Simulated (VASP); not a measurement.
# Mg3Sb2 (P-3m1) in VASP: notebook

Runs on Mg3Sb2. Level: PBEsol. Tasks: single point, relaxation of the atoms.

All numbers are computed with VASP 6.6.1; they aren't measurements. Logs are shortened: lines on timing, memory, paths and dates and some standing lists are left out, and cuts for length are marked.

## (1) The cell of the first run

Symmetry: P-3m1, No. 164, trigonal system. The conventional cell has a = 4.582 Å, b = 4.582 Å, c = 7.244 Å, α = 90.00°, β = 90.00°, γ = 120.00°. Mg (site symmetry 3m) has 4 Sb at 2.84 to 2.95 Å and 6 Mg at 3.27 to 3.75 Å within 3.8 Å. Within 4.1 Å of Mg (site symmetry -3m) lie 6 Sb at 3.11 Å and 6 Mg at 3.75 Å. Within 3.7 Å of Sb (site symmetry 3m) lie 7 Mg at 2.84 to 3.11 Å.

## (2) Single point, PBEsol

Contents of INCAR:

```
SYSTEM = Mg3Sb2
PREC = Accurate ; ENCUT = 600
EDIFF = 1E-6 ; ISMEAR = 0
SIGMA = 0.01 ; LREAL = .False.
LASPH = .True. ; NELM = 120
ALGO = Normal ; ISIF = 2
LWAVE = .False. ; LCHARG = .False.
GGA = PS ; NBANDS = 16
GGA_COMPAT = .False.
```

Contents of KPOINTS:

```
regular mesh
0
Gamma
  6 6 4
  0 0 0
```

Contents of POSCAR:

```
Mg3Sb2
1.0
    4.5819999999      0.0000000000      0.0000000000
   -2.2910000000      3.9681284001      0.0000000000
    0.0000000000      0.0000000000      7.2440000000
Mg Sb
3 2
Direct
    0.3333333333      0.6666666667      0.6325732341
    0.6666666667      0.3333333333      0.3674267659
    0.0000000000      0.0000000000      0.0000000000
    0.3333333333      0.6666666667      0.2254528818
    0.6666666667      0.3333333333      0.7745471182
```

Potentials or basis: VASP PAW PBE potentials, release 64 (Mg, Sb).

The run is started by

```bash
cat potpaw_PBE.64/Mg/POTCAR potpaw_PBE.64/Sb/POTCAR > POTCAR
mpirun -np 1 vasp_std > vasp.out
```

OUTCAR:

```text
SYSTEM = Mg3Sb2
   PREC = Accurate
   ENCUT = 600
   EDIFF = 1E-6
   ISMEAR = 0
   LREAL = .False.
   LASPH = .True.
   NELM = 120
   ISIF = 2
   GGA = PS

 ion  position               nearest neighbor table
   1  0.333  0.667  0.633-   5 2.84   5 2.84   5 2.84   4 2.95   2 3.27   2 3.27   2 3.27
   2  0.667  0.333  0.367-   4 2.84   4 2.84   4 2.84   5 2.95   1 3.27   1 3.27   1 3.27
   3  0.000  0.000  0.000-   4 3.11   5 3.11   5 3.11   4 3.11   5 3.11   4 3.11
   4  0.333  0.667  0.225-   2 2.84   2 2.84   2 2.84   1 2.95   3 3.11   3 3.11   3 3.11
   5  0.667  0.333  0.775-   1 2.84   1 2.84   1 2.84   2 2.95   3 3.11   3 3.11   3 3.11

  LATTYP: Found a hexagonal cell.
 ALAT       =     4.5819999999
 C/A-ratio  =     1.5809690092

  Lattice vectors:

 A1 = (   4.5819999999,   0.0000000000,   0.0000000000)
 A2 = (  -2.2910000000,   3.9681284001,   0.0000000000)
 A3 = (   0.0000000000,   0.0000000000,   7.2440000000)

Analysis of symmetry for initial positions (statically):
=====================================================================
 Subroutine PRICEL returns:
 Original cell was already a primitive cell.

 Routine SETGRP: Setting up the symmetry group for a
 hexagonal supercell.

 Subroutine GETGRP returns: Found 12 space group operations
 (whereof 12 operations were pure point group operations)
 out of a pool of 24 trial point group operations.

The static configuration has the point symmetry D_3d.

Analysis of symmetry for dynamics (positions and initial velocities):
=====================================================================
 Subroutine PRICEL returns:
 Original cell was already a primitive cell.

 Routine SETGRP: Setting up the symmetry group for a
 hexagonal supercell.

 Subroutine GETGRP returns: Found 12 space group operations
 (whereof 12 operations were pure point group operations)
 out of a pool of 24 trial point group operations.

The dynamic configuration has the point symmetry D_3d.

 Subroutine INISYM returns: Found 12 space group operations
 (whereof 12 operations are pure point group operations),
 and found     1 'primitive' translations

----------------------------------------------------------------------------------------

                                     Primitive cell

  volume of cell :     131.7101

  direct lattice vectors                    reciprocal lattice vectors
     4.582000000  0.000000000  0.000000000     0.218245308  0.126003987  0.000000000
    -2.291000000  3.968128400  0.000000000     0.000000000  0.252007974  0.000000000
     0.000000000  0.000000000  7.244000000     0.000000000  0.000000000  0.138045279

  length of vectors
     4.582000000  4.582000000  7.244000000     0.252007974  0.252007974  0.138045279

  position of ions in fractional coordinates (direct lattice)
     0.333333333  0.666666667  0.632573234
     0.666666667  0.333333333  0.367426766
     0.000000000  0.000000000  0.000000000
     0.333333333  0.666666667  0.225452882
     0.666666667  0.333333333  0.774547118

  ion indices of the primitive-cell ions
   primitive index   ion index
                 1           1
                 2           2
                 3           3
                 4           4
                 5           5

----------------------------------------------------------------------------------------

 KPOINTS: regular mesh

Automatic generation of k-mesh.
 Grid dimensions read from file:
 generate k-points for:    6    6    4

 Generating k-lattice:

  Cartesian coordinates                     Fractional coordinates (reciprocal lattice)
     0.036374218  0.021000665  0.000000000     0.166666667  0.000000000  0.000000000
     0.000000000  0.042001329  0.000000000     0.000000000  0.166666667  0.000000000
     0.000000000  0.000000000  0.034511320     0.000000000  0.000000000  0.250000000

  Length of vectors
     0.042001329  0.042001329  0.034511320

  Shift w.r.t. Gamma in fractional coordinates (k-lattice)
     0.000000000  0.000000000  0.000000000

 Subroutine IBZKPT returns following result:
 ===========================================

 Found     24 irreducible k-points:

 Following reciprocal coordinates:
            Coordinates               Weight
  0.000000  0.000000  0.000000      1.000000
  0.166667 -0.000000  0.000000      6.000000
  0.333333 -0.000000  0.000000      6.000000
  0.500000 -0.000000  0.000000      3.000000
  0.166667  0.166667  0.000000      6.000000
  0.333333  0.166667  0.000000     12.000000
[... 16 lines left out ...]
  0.333333  0.166667  0.500000     12.000000
  0.333333  0.333333  0.500000      2.000000
   k-points           NKPTS =     24   k-points in BZ     NKDIM =     24   number of bands    NBANDS=     16
   number of dos      NEDOS =    301   number of ions     NIONS =      5
   total plane-waves  NPLWV =  96000
   dimension x,y,z NGX =    40 NGY =   40 NGZ =   60
   dimension x,y,z NGXF=    80 NGYF=   80 NGZF=  120
   ions per type =               3   2
   NGX,Y,Z   is equivalent  to a cutoff of  14.51, 14.51, 13.77 a.u.
   NGXF,Y,Z  is equivalent  to a cutoff of  29.03, 29.03, 27.54 a.u.
 SYSTEM =  Mg3Sb2
   PREC   = accura    normal or accurate (medium, high low for compatibility)
   ISTART =      0    job   : 0-new  1-cont  2-samecut
   ICHARG =      2    charge: 1-file 2-atom 10-const
   ISPIN  =      1    spin polarized calculation?
   LNONCOLLINEAR =      F non collinear calculations
   LSORBIT =      F    spin-orbit coupling
   LASPH  =      T    aspherical Exc in radial PAW
   ENCUT  =  600.0 eV  44.10 Ry    6.64 a.u.   9.15  9.15 14.47*2*pi/ulx,y,z
   NELM   =    120;   NELMIN=  2; NELMDL= -5     # of ELM steps
   EDIFF  = 0.1E-05   stopping-criterion for ELM
   LREAL  =      F    real-space projection
   EDIFFG = 0.1E-04   stopping-criterion for IOM
   NSW    =      0    number of steps for IOM
   IBRION =     -1    ionic relax: 0-MD 1-quasi-New 2-CG
   NFREE  =      0    steps in history (QN), initial steepest desc. (CG)
   ISIF   =      2    stress and relaxation
   ISYM   =      2    0-nonsym 1-usesym 2-fastsym
   POTIM  = 0.5000    time-step for ionic-motion
   TEBEG  =    0.0;   TEEND  =   0.0 temperature during run
   PSTRESS=    0.0 pullay stress
   NELECT =      16.0000    total number of electrons
   NUPDOWN=      -1.0000    fix difference up-down
   EMIN   =  10.00;   EMAX   =-10.00  energy-range for DOS
   EFERMI =   0.00;   METHOD = LEGACY
   ISMEAR =     0;   SIGMA  =   0.01  broadening in eV -4-tet -1-fermi 0-gaus
   EFERMI_NEDOS =   21; number of points for ismear=-14 and -15
   IALGO  =     38    algorithm
   IMIX   =      4    mixing-type and parameters
     AMIX     =   0.40;   BMIX     =  1.00
     AMIX_MAG =   1.60;   BMIX_MAG =  1.00
  volume/ion in A,a.u.               =      26.34       177.76
  Fermi-wavevector in a.u.,A,eV,Ry     =   0.810790  1.532171  8.944205  0.657381
  Thomas-Fermi vector in A             =   1.920030
   LORBIT       =      0    0 simple, 1 ext, 2 COOP (PROOUT), +10 PAW based schemes
   GGA     = PS    functional components
   LHFCALC =     F    Hartree Fock is set to
   AEXX    =    0.0000 exact exchange contribution
   IVDW    =     0    specifies the selected vdW correction
   LEPSILON=     F    determine dielectric tensor
   LRPA    =     F    only Hartree local field effects (RPA)
 non-spin polarized calculation
 Gauss-broadening in eV      SIGMA  =   0.01
  energy-cutoff  :      600.00
  volume of cell :      131.71
 maximum number of plane-waves:      4414
 NGX is ok and might be reduce to    40
   NGX = 19   NGY = 19   NGZ = 29

 number of electron      15.9999999 magnetization

 Free energy of the ion-electron system (eV)
  ---------------------------------------------------
  ext. energy  EPLUGINS =         0.00000000
  ---------------------------------------------------
  free energy    TOTEN  =       -16.14066392 eV

  energy without entropy =      -16.14066392  energy(sigma->0) =      -16.14066392

 E-fermi :   4.4215     XC(G=0):  -8.8693

 val. band max:        4.3524682404   @ k =   0.0000   0.0000   0.0000
 cond. band min:       4.5656561123   @ k =   0.3333   0.3333   0.0000
 fundamental gap:      0.2131878719
 Fermi energy:         4.4214657585

 k-point     1 :       0.0000    0.0000    0.0000
  band No.  band energies     occupation
      1      -5.9648      2.00000
      2      -4.7229      2.00000
      3      -0.5786      2.00000
      4       3.2430      2.00000
      5       3.2430      2.00000
      6       3.9455      2.00000
[... 8 lines left out ...]
     15       8.3919      0.00000
     16       9.3376      0.00000

 k-point     2 :       0.1667   -0.0000    0.0000
  band No.  band energies     occupation
      1      -5.7773      2.00000
      2      -4.6177      2.00000
      3      -0.3407      2.00000
      4       1.8446      2.00000
      5       2.6401      2.00000
      6       2.7936      2.00000
[... 8 lines left out ...]
     15       8.3658      0.00000
     16       8.8732      0.00000

 k-point     3 :       0.3333   -0.0000    0.0000
  band No.  band energies     occupation
      1      -5.2852      2.00000
      2      -4.4358      2.00000
      3       0.1851      2.00000
      4       0.4372      2.00000
      5       1.2014      2.00000
      6       2.2449      2.00000
[... 8 lines left out ...]
     15       9.7018      0.00000
     16       9.8391      0.00000

 k-point     4 :       0.5000   -0.0000    0.0000
  band No.  band energies     occupation
      1      -4.8750      2.00000
      2      -4.4545      2.00000
      3      -0.3332      2.00000
      4       0.5743      2.00000
      5       1.0926      2.00000
      6       2.0380      2.00000
[... 8 lines left out ...]
     15      10.1415      0.00000
     16      10.6250      0.00000

 k-point     5 :       0.1667    0.1667    0.0000
  band No.  band energies     occupation
      1      -5.4338      2.00000
      2      -4.4693      2.00000
      3       0.1135      2.00000
      4       1.0015      2.00000
      5       1.1348      2.00000
      6       2.3756      2.00000
[... 8 lines left out ...]
     15       9.1986      0.00000
     16       9.9562      0.00000

 k-point     6 :       0.3333    0.1667    0.0000
  band No.  band energies     occupation
      1      -4.9167      2.00000
      2      -4.4135      2.00000
      3      -0.0416      2.00000
      4       0.6975      2.00000
      5       0.9754      2.00000
      6       1.4191      2.00000
[... 8 lines left out ...]
     15       9.8707      0.00000
     16      10.6074      0.00000
[... 267 lines left out ...]
 k-point    21 :       0.5000   -0.0000    0.5000
  band No.  band energies     occupation
      1      -4.6763      2.00000
      2      -4.6320      2.00000
      3      -0.5789      2.00000
      4      -0.2424      2.00000
      5       2.4763      2.00000
      6       2.6629      2.00000
[... 8 lines left out ...]
     15      10.1502      0.00000
     16      10.1630      0.00000

 k-point    22 :       0.1667    0.1667    0.5000
  band No.  band energies     occupation
      1      -5.0938      2.00000
      2      -4.9341      2.00000
      3       0.5438      2.00000
      4       0.6086      2.00000
      5       2.1541      2.00000
      6       2.3052      2.00000
[... 8 lines left out ...]
     15       8.6534      0.00000
     16       9.4892      0.00000

 k-point    23 :       0.3333    0.1667    0.5000
  band No.  band energies     occupation
      1      -4.7006      2.00000
      2      -4.6272      2.00000
      3      -0.2550      2.00000
      4      -0.0120      2.00000
      5       1.3632      2.00000
      6       1.7585      2.00000
[... 8 lines left out ...]
     15       9.8509      0.00000
     16       9.9670      0.00000

 k-point    24 :       0.3333    0.3333    0.5000
  band No.  band energies     occupation
      1      -4.5334      2.00000
      2      -4.5334      2.00000
      3       0.0352      2.00000
      4       0.0352      2.00000
      5       0.3381      2.00000
      6       1.0091      2.00000
[... 8 lines left out ...]
     15       9.3974      0.00000
     16       9.7409      0.00000

------------------------ aborting loop because EDIFF is reached ----------------------------------------

  FORCE on cell =-STRESS in cart. coord.  units (eV):
  Direction    XX          YY          ZZ          XY          YZ          ZX
  --------------------------------------------------------------------------------------
  -------------------------------------------------------------------------------------
  Total       -0.6608862     -0.6608862     -0.7680949      0.0000000      0.0000000     -0.0000000
  in kB       -8.0392964     -8.0392964     -9.3434273      0.0000000      0.0000000     -0.0000000
  external PRESSURE =      -8.4740067 kB  Pullay stress =       0.0000000 kB

 VOLUME and BASIS-vectors are now :
 -----------------------------------------------------------------------------
  energy-cutoff  :      600.00
  volume of cell :      131.71
      direct lattice vectors                 reciprocal lattice vectors
     4.582000000  0.000000000  0.000000000     0.218245308  0.126003987  0.000000000
    -2.291000000  3.968128400  0.000000000     0.000000000  0.252007974  0.000000000
     0.000000000  0.000000000  7.244000000     0.000000000  0.000000000  0.138045279

 POSITION                                       TOTAL-FORCE (eV/Angst)
 -----------------------------------------------------------------------------------
     -0.00000      2.64542      4.58236         0.000000      0.000000      0.005158
      2.29100      1.32271      2.66164         0.000000      0.000000     -0.005158
      0.00000      0.00000      0.00000         0.000000      0.000000      0.000000
     -0.00000      2.64542      1.63318         0.000000     -0.000000     -0.022328
      2.29100      1.32271      5.61082        -0.000000      0.000000      0.022328
 -----------------------------------------------------------------------------------
    total drift:                                0.000000      0.000000     -0.000000

  FREE ENERGIE OF THE ION-ELECTRON SYSTEM (eV)
  ---------------------------------------------------
  free  energy   TOTEN  =       -16.1406639182 eV

  energy  without entropy=      -16.1406639182  energy(sigma->0) =      -16.14066392
```

Run time: 78 s. Hardware: 1 thread of Intel Xeon 8259CL, shared host; peak memory 0.31 GiB.

What came out:

```
Free energy            : -16.1407 eV
Pressure               : -0.8 GPa
Largest force          : 0.022 eV/Å
Band gap on the k mesh : 0.21 eV (least direct gap 1.00 eV)
```

Forces in eV/Å, atoms in the order of the input:
```
Mg   0.000  0.000  0.005
Mg   0.000  0.000 -0.005
Mg   0.000  0.000  0.000
Sb   0.000  0.000 -0.022
Sb   0.000  0.000  0.022
```

Stress tensor (GPa, compression positive):
```
-0.80  0.00  0.00
 0.00 -0.80  0.00
 0.00  0.00 -0.93
```

Caveat: semilocal functionals underestimate gaps, and a narrow one can read as zero; the PAW data sets were made with another functional, which shifts forces and pressure a little; spin-orbit coupling is left out, which moves the levels of the heavy elements. A k mesh can miss the band edges.

## (3) Relaxation of the atoms, PBEsol

Contents of INCAR:

```
ALGO     = Normal         # electronic algorithm
EDIFF    = 1E-7           # SCF threshold, eV
EDIFFG   = -0.03          # ionic threshold
ENCUT    = 520            # plane-wave cutoff, eV
GGA      = PS             # functional
GGA_COMPAT= False        
IBRION   = 2              # ionic algorithm
ISIF     = 2              # what is computed and relaxed
ISMEAR   = 0              # smearing method
LASPH    = True           # aspherical terms in the spheres
LCHARG   = False          # write CHGCAR
LREAL    = False          # projectors in reciprocal space
LWAVE    = False          # write WAVECAR
NELM     = 120            # most SCF steps
NELMIN   = 4            
NSW      = 80             # ionic steps
PREC     = Accurate       # precision mode
SIGMA    = 0.01           # smearing width, eV
```

Contents of KPOINTS:

```
k-points
0
Gamma
  6 6 4
```

Contents of POSCAR:

```
Mg3Sb2
1.0
    4.5820000000      0.0000000000      0.0000000000
   -2.2910000000      3.9681284000      0.0000000000
    0.0000000000      0.0000000000      7.2440000000
Mg Sb
3 2
Direct
    0.3333333333      0.6666666667      0.6300000000
    0.6666666667      0.3333333333      0.3700000000
    0.0000000000      0.0000000000      0.0000000000
    0.3333333333      0.6666666667      0.2350000000
    0.6666666667      0.3333333333      0.7650000000
```

Potentials or basis: VASP PAW PBE potentials, release 64 (Mg, Sb).

The run is started by

```bash
cat potpaw_PBE.64/Mg/POTCAR potpaw_PBE.64/Sb/POTCAR > POTCAR
mpirun -np 1 vasp_std > vasp.out
```

It took 2.1 min on 1 thread of Intel Xeon 8259CL, shared host; peak memory 0.27 GiB.

It converged, with:

* Free energy: -16.1403 eV
* Energy gained by relaxing: 7.3 meV/atom
* Ionic steps: 4
* Pressure after relaxing: -0.9 GPa
* Largest force after relaxing: 0.021 eV/Å
* Band gap on the k mesh: 0.21 eV (least direct gap 1.00 eV)

Forces in eV/Å, atoms in the order of the input:
```
Mg   0.000  0.000 -0.021
Mg   0.000  0.000  0.021
Mg   0.000  0.000  0.000
Sb   0.000  0.000 -0.001
Sb   0.000  0.000  0.001
```

Stress tensor (GPa, compression positive):
```
-0.79  0.00  0.00
 0.00 -0.79  0.00
 0.00  0.00 -1.00
```

Step by step:
```tsv
step	energy change (eV)	largest force (eV/Å)	pressure (GPa)
1	0.0000	0.4734	-0.37
2	-0.0199	0.3155	-0.55
3	-0.0346	0.0858	-0.93
4	-0.0363	0.0214	-0.86
```

Final structure:
```
Mg Sb
1.0
     4.58200    0.00000    0.00000
    -2.29100    3.96813    0.00000
     0.00000    0.00000    7.24400
Mg Sb
3 2
Direct
  0.33333 0.66667 0.63344
  0.66667 0.33333 0.36656
  0.00000 0.00000 0.00000
  0.33333 0.66667 0.22505
  0.66667 0.33333 0.77495
```

Levels at points of the mesh, in eV from the valence-band top:
| k point | band 6 | band 7 | band 8 | band 9 | band 10 | band 11 |
| --- | --- | --- | --- | --- | --- | --- |
| (0.00, 0.00, 0.00) | -0.42 | -0.42 | 0.00 | 1.00 | 1.14 | 2.99 |
| (0.50, 0.00, 0.00) | -2.33 | -2.22 | -0.91 | 0.32 | 1.89 | 2.10 |
| (0.00, 0.00, 0.50) | -0.80 | -0.76 | -0.76 | 1.67 | 1.78 | 2.65 |
| (0.50, 0.00, 0.50) | -1.69 | -1.65 | -1.55 | 0.43 | 1.23 | 1.69 |

Caveat: semilocal functionals underestimate gaps, and a narrow one can read as zero; the PAW data sets were made with another functional, which shifts forces and pressure a little; spin-orbit coupling is left out, which moves the levels of the heavy elements.
